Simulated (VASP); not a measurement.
# Ru (P6_3/mmc) in VASP: further runs, part 2 of 2

VASP 6.6.1. The steps go on from the part before.

### Step 3. Relaxation of cell and atoms, LDA

This run uses another cell than the first one, of 13.57 Å³/atom, 1.035 times its volume.

INCAR

```
SYSTEM = Ru
ALGO = Normal
EDIFF = 1E-6
EDIFFG = -0.01
ENCUT = 600
GGA = CA
IBRION = 2
ISIF = 3
ISMEAR = -1
LASPH = .TRUE.
LCHARG = .FALSE.
LREAL = .FALSE.
LWAVE = .FALSE.
NELM = 100
NSW = 60
PREC = Accurate
SIGMA = 0.1
```

KPOINTS

```
k-points
0
G
  7 7 4
  0 0 0
```

POSCAR

```
Ru
1.0
    2.7058000000      0.0000000000      0.0000000000
   -1.3529000000      2.3432920000      0.0000000000
    0.0000000000      0.0000000000      4.2819000000
Ru
2
Direct
    0.3333333333      0.6666666667      0.2500000000
    0.6666666667      0.3333333333      0.7500000000
```

Potentials or basis: VASP PAW LDA potentials, release 64 (Ru_pv).

Command:

```console
$ cat potpaw_LDA.64/Ru_pv/POTCAR > POTCAR
$ mpirun -np 1 vasp_std > vasp.out
```

OUTCAR:

```text
SYSTEM = Ru
   EDIFF = 1E-6
   EDIFFG = -0.01
   ENCUT = 600
   GGA = CA
   IBRION = 2
   ISIF = 3
   ISMEAR = -1
   LASPH = .TRUE.
   LREAL = .FALSE.
   NELM = 100
   NSW = 60
   PREC = Accurate

 ion  position               nearest neighbor table
   1  0.333  0.667  0.250-   2 2.65   2 2.65   2 2.65   2 2.65   2 2.65   2 2.65
   2  0.667  0.333  0.750-   1 2.65   1 2.65   1 2.65   1 2.65   1 2.65   1 2.65

  LATTYP: Found a hexagonal cell.
 ALAT       =     2.7058000000
 C/A-ratio  =     1.5824894671

  Lattice vectors:

 A1 = (   2.7058000000,   0.0000000000,   0.0000000000)
 A2 = (  -1.3529000000,   2.3432920000,   0.0000000000)
 A3 = (   0.0000000000,   0.0000000000,   4.2819000000)

Analysis of symmetry for initial positions (statically):
=====================================================================
 Subroutine PRICEL returns:
 Original cell was already a primitive cell.

 Routine SETGRP: Setting up the symmetry group for a
 hexagonal supercell.

 Subroutine GETGRP returns: Found 24 space group operations
 (whereof 12 operations were pure point group operations)
 out of a pool of 24 trial point group operations.

The static configuration has the point symmetry D_3d.
 The point group associated with its full space group is D_6h.

Analysis of symmetry for dynamics (positions and initial velocities):
=====================================================================
 Subroutine PRICEL returns:
 Original cell was already a primitive cell.

 Routine SETGRP: Setting up the symmetry group for a
 hexagonal supercell.

 Subroutine GETGRP returns: Found 24 space group operations
 (whereof 12 operations were pure point group operations)
 out of a pool of 24 trial point group operations.

The dynamic configuration has the point symmetry D_3d.
 The point group associated with its full space group is D_6h.
[... 116 lines left out ...]
   IMIX   =      4    mixing-type and parameters
     AMIX     =   0.40;   BMIX     =  1.00
     AMIX_MAG =   1.60;   BMIX_MAG =  1.00
  volume/ion in A,a.u.               =      13.57        91.61
  Fermi-wavevector in a.u.,A,eV,Ry     =   1.654022  3.125648 37.222669  2.735789
  Thomas-Fermi vector in A             =   2.742361
   LORBIT       =      0    0 simple, 1 ext, 2 COOP (PROOUT), +10 PAW based schemes
   GGA     = CA    functional components
   LHFCALC =     F    Hartree Fock is set to
   AEXX    =    0.0000 exact exchange contribution
   IVDW    =     0    specifies the selected vdW correction
   LEPSILON=     F    determine dielectric tensor
   LRPA    =     F    only Hartree local field effects (RPA)
 conjugate gradient relaxation of ions
 non-spin polarized calculation
  energy-cutoff  :      600.00
  volume of cell :       27.15
 maximum number of plane-waves:       929
 NGX is ok and might be reduce to    24
   NGX = 11   NGY = 11   NGZ = 17

--------------------------------------- Ionic step        1  -------------------------------------------

 number of electron      28.0000002 magnetization

 Free energy of the ion-electron system (eV)
  ---------------------------------------------------
  ext. energy  EPLUGINS =         0.00000000
  ---------------------------------------------------
  free energy    TOTEN  =       -21.33888051 eV

  energy without entropy =      -21.25435723  energy(sigma->0) =      -21.29661887

------------------------ aborting loop because EDIFF is reached ----------------------------------------

  FORCE on cell =-STRESS in cart. coord.  units (eV):
  Direction    XX          YY          ZZ          XY          YZ          ZX
  --------------------------------------------------------------------------------------
  -------------------------------------------------------------------------------------
  Total       -1.4887685     -1.4887691     -2.5103422      0.0000000     -0.0000000      0.0000000
  in kB      -87.8575569    -87.8575915   -148.1442788      0.0000000     -0.0000000      0.0000000
  external PRESSURE =    -107.9531424 kB  Pullay stress =       0.0000000 kB
[... 89 lines left out ...]
  FREE ENERGIE OF THE ION-ELECTRON SYSTEM (eV)
  ---------------------------------------------------
  free  energy   TOTEN  =       -21.3712024067 eV

  energy  without entropy=      -21.2905135352  energy(sigma->0) =      -21.33085797

[... ionic steps 4 to 7 ...]

--------------------------------------- Ionic step        8  -------------------------------------------

 number of electron      27.9999994 magnetization

------------------------ aborting loop because EDIFF is reached ----------------------------------------
[... 67 lines left out ...]
--------------------------------------- Ionic step       10  -------------------------------------------

 number of electron      27.9999994 magnetization

 Free energy of the ion-electron system (eV)
  ---------------------------------------------------
  ext. energy  EPLUGINS =         0.00000000
  ---------------------------------------------------
  free energy    TOTEN  =       -21.37245958 eV

  energy without entropy =      -21.29387532  energy(sigma->0) =      -21.33316745

 E-fermi :  13.3304     XC(G=0): -14.5715

 val. band max:       13.3275903308   @ k =   0.1429   0.1429   0.0000
 cond. band min:      13.3599558930   @ k =   0.2857   0.1429   0.0000
 fundamental gap:      0.0323655622
 Fermi energy:        13.3304308128

 k-point     1 :       0.0000    0.0000    0.0000
  band No.  band energies     occupation
      1     -30.3353      2.00000
      2     -29.2298      2.00000
      3     -29.2298      2.00000
      4     -29.0254      2.00000
      5     -29.0254      2.00000
      6     -29.0107      2.00000
[... 522 lines left out ...]
  FREE ENERGIE OF THE ION-ELECTRON SYSTEM (eV)
  ---------------------------------------------------
  free  energy   TOTEN  =       -21.3724595763 eV

  energy  without entropy=      -21.2938753183  energy(sigma->0) =      -21.33316745

 reached required accuracy - stopping structural energy minimisation
```

It took 88 s on 1 thread of Intel Xeon Platinum 8259CL at 2.50GHz (Skylake/Cascade Lake), shared host; peak memory 0.15 GiB.

What came out:

* Free energy: -21.3725 eV
* Relaxed volume: 13.16 Å³/atom
* Relaxed cell: a = 2.689 Å, b = 2.689 Å, c = 4.201 Å, α = 90.00°, β = 90.00°, γ = 120.00°
* Space group after relaxing (to 0.05 Å): P6_3/mmc (No. 194)
* Energy gained by relaxing: 16.8 meV/atom
* Ionic steps: 10
* Pressure after relaxing: 0.0 GPa
* Band gap on the k mesh: zero (band 14 reaches 14.69 eV, above the bottom of band 15 at 11.72 eV)

Step by step:
| step | energy change (eV) | largest force (eV/Å) | pressure (GPa) | volume (Å³) |
| --- | --- | --- | --- | --- |
| 1 | 0.0000 | 0.0000 | -10.80 | 27.15 |
| 2 | 0.3332 | 0.0000 | 48.97 | 23.71 |
| 3 | -0.0323 | 0.0000 | -0.18 | 26.31 |
| 4 | -0.0324 | 0.0000 | 0.34 | 26.28 |
| 5 | -0.0324 | 0.0000 | 0.57 | 26.26 |
| 6 | -0.0331 | 0.0000 | 0.04 | 26.31 |
| 7 | -0.0336 | 0.0000 | 0.22 | 26.29 |
| 8 | -0.0336 | 0.0000 | 0.20 | 26.29 |
| 9 | -0.0335 | 0.0000 | -0.48 | 26.34 |
| 10 | -0.0336 | 0.0000 | 0.00 | 26.31 |

Final structure:
```
CELL_PARAMETERS angstrom
2.68923 0.00000 0.00000
-1.34462 2.32895 0.00000
0.00000 0.00000 4.20085
ATOMIC_POSITIONS crystal
Ru 0.33333 0.66667 0.25000
Ru 0.66667 0.33333 0.75000
```

Levels at points of the mesh, in eV from the Fermi level:
```
           k point  band 10  band 11  band 12  band 13  band 14  band 15  band 16  band 17  band 18
(0.00, 0.00, 0.00)    -2.77    -2.47    -2.01    -2.01    -1.61    -1.61     1.21     1.21     1.43
(0.00, 0.00, 0.50)    -2.98    -2.98    -2.98    -2.81    -2.81     0.56     0.56     0.56     0.56
```

Caveat: the k points lie up to 0.39 Å⁻¹ apart in the final cell. Zero-point motion and thermal expansion aren't in these numbers.

### Step 4. Single point, LDA

INCAR

```
SYSTEM = Ru
PREC     = Accurate       ! precision mode
ENCUT    = 600            ! plane-wave cutoff, eV
EDIFF    = 1E-6           ! SCF threshold, eV
ISMEAR   = -1             ! smearing method
SIGMA    = 0.1            ! smearing width, eV
LREAL    = .False.        ! projectors in reciprocal space
LASPH    = .True.         ! aspherical terms in the spheres
NELM     = 120            ! most SCF steps
ALGO     = Normal         ! electronic algorithm
ISIF     = 2              ! what is computed and relaxed
LWAVE    = .False.        ! write WAVECAR
LCHARG   = .True.         ! write CHGCAR
GGA      = CA             ! functional
LELF     = .True.         ! ELF
LVHAR    = .True.       
NBANDS   = 23             ! bands
GGA_COMPAT= .False.
```

KPOINTS

```
regular mesh
0
Gamma
  7 7 4
  0 0 0
```

POSCAR

```
Ru
1.0
    2.6868442090      0.0000000000      0.0000000000
   -1.3434221045      2.3268753410      0.0000000000
    0.0000000000      0.0000000000      4.1966141698
Ru
2
Direct
    0.3333333333      0.6666666667      0.2500000000
    0.6666666667      0.3333333333      0.7500000000
```

Potentials or basis: VASP PAW LDA potentials, release 64 (Ru_sv).

Command:

```console
$ cat potpaw_LDA.64/Ru_sv/POTCAR > POTCAR
$ mpirun -np 1 vasp_std > vasp.out
```

OUTCAR:

```text
SYSTEM = Ru
   PREC = Accurate
   ENCUT = 600
   EDIFF = 1E-6
   ISMEAR = -1
   LREAL = .False.
   LASPH = .True.
   NELM = 120
   ISIF = 2
   GGA = CA

 ion  position               nearest neighbor table
   1  0.333  0.667  0.250-   2 2.61   2 2.61   2 2.61   2 2.61   2 2.61   2 2.61
   2  0.667  0.333  0.750-   1 2.61   1 2.61   1 2.61   1 2.61   1 2.61   1 2.61

  LATTYP: Found a hexagonal cell.
 ALAT       =     2.6868442090
 C/A-ratio  =     1.5619119842

  Lattice vectors:

[... 809 lines left out ...]

------------------------ aborting loop because EDIFF is reached ----------------------------------------

  FORCE on cell =-STRESS in cart. coord.  units (eV):
  Direction    XX          YY          ZZ          XY          YZ          ZX
  --------------------------------------------------------------------------------------
  -------------------------------------------------------------------------------------
  Total        0.1135603      0.1135603      0.1267541      0.0000000     -0.0000000      0.0000000
  in kB        6.9346157      6.9346157      7.7403015      0.0000000     -0.0000000      0.0000000
  external PRESSURE =       7.2031777 kB  Pullay stress =       0.0000000 kB

 VOLUME and BASIS-vectors are now :
 -----------------------------------------------------------------------------
  energy-cutoff  :      600.00
  volume of cell :       26.24
      direct lattice vectors                 reciprocal lattice vectors
     2.686844209  0.000000000  0.000000000     0.372183842  0.214880441  0.000000000
    -1.343422105  2.326875341  0.000000000     0.000000000  0.429760882  0.000000000
     0.000000000  0.000000000  4.196614170     0.000000000  0.000000000  0.238287333

 POSITION                                       TOTAL-FORCE (eV/Angst)
 -----------------------------------------------------------------------------------
     -0.00000      1.55125      1.04915         0.000000      0.000000      0.000000
      1.34342      0.77563      3.14746        -0.000000     -0.000000      0.000000
 -----------------------------------------------------------------------------------
    total drift:                                0.000000     -0.000000      0.000000

  FREE ENERGIE OF THE ION-ELECTRON SYSTEM (eV)
  ---------------------------------------------------
  free  energy   TOTEN  =       -21.3817553640 eV

  energy  without entropy=      -21.3034483480  energy(sigma->0) =      -21.34260186
```

stdout:

```text
POSCAR found type information on POSCAR Ru
 POSCAR found :  1 types and       2 ions
 scaLAPACK will be used
 LDA part: xc-table for (Slater(with rela. corr.)+CA(PZ))
 , standard interpolation
 POSCAR, INCAR and KPOINTS ok, starting setup
 FFT: planning ... GRIDC
 FFT: planning ... GRID_SOFT
 FFT: planning ... GRID
 WAVECAR not read
 entering main loop
```

It took 14 s on 1 thread of Intel Xeon Platinum 8375C at 2.90GHz (Ice Lake), shared host; peak memory 0.14 GiB.

What came out:

| Item | Value |
| --- | --- |
| Free energy | -21.3818 eV |
| Pressure | 0.7 GPa |
| Band gap on the k mesh | zero (band 16 reaches 17.08 eV, above the bottom of band 17 at 14.09 eV) |

Stress tensor (GPa, compression positive):
```
0.69 0.00 0.00
0.00 0.69 0.00
0.00 0.00 0.77
```

Caveat: the k points lie up to 0.39 Å⁻¹ apart.

### Step 5. Overview

```csv
task,potentials or basis,cell,cutoff (eV),second run,gap on the mesh (eV),pressure (GPa)
single point,"VASP PAW LDA potentials, release 64 (Ru_pv)","a = 2.687, b = 2.687, c = 4.197 Å, angles 90.0, 90.0, 120.0°, 2 atoms",520,-,none,1.0
relaxation of cell and atoms,"VASP PAW LDA potentials, release 64 (Ru_pv)","relaxed from a = 2.706, b = 2.706, c = 4.282 Å, angles 90.0, 90.0, 120.0°, 2 atoms",600,-,none,0.0
single point,"VASP PAW LDA potentials, release 64 (Ru_sv)","a = 2.687, b = 2.687, c = 4.197 Å, angles 90.0, 90.0, 120.0°, 2 atoms",600,valence_matched,none,0.7
```

Alike in all rows: level LDA; no spin polarisation; k mesh 7 × 7 × 4; smearing fermi-dirac 0.1 eV.

Caveats: all runs use coarse meshes.

Absolute energies hang on the potentials; compare differences alone.
